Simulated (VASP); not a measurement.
Crystal: MnHg.

```
Hg Mn
1.0
     3.28800    0.00000    0.00000
     0.00000    3.28800    0.00000
     0.00000    0.00000    3.31300
Hg Mn
1 1
Cartesian
  0.0000 0.0000 0.0000
  1.6440 1.6440 1.6565
```

Base run:

```yaml
Program: VASP 6.6.1
Functional: PBE
Potentials_or_basis: VASP PAW PBE potentials, release 64 (Hg, Mn_pv)
Cutoff: 520 eV
k_mesh: 9 × 9 × 9
Occupations: fermi-dirac, width 0.1 eV
Spin: collinear spin, ferromagnetic start
Starting_moments: "[0.0, 6.09] μB"
Fixed_moment: 6.09 μB
```

Its results: pressure 27.1 GPa; site moments Hg +0.50; Mn +4.69 μB.

Problem. The run is repeated on the same cell with these changes: fixed moment from 6.09 μB to 4.57 μB; moments at the start from [0.0, 6.09] to [0.0, 4.57]. What comes out?

Solution. Pressure 8.1 GPa; site moments Hg +0.09; Mn +4.14 μB.

Caveats: the cell stands under pressure; the total moment is fixed, so each spin has its own Fermi level and the state may be an excited one.
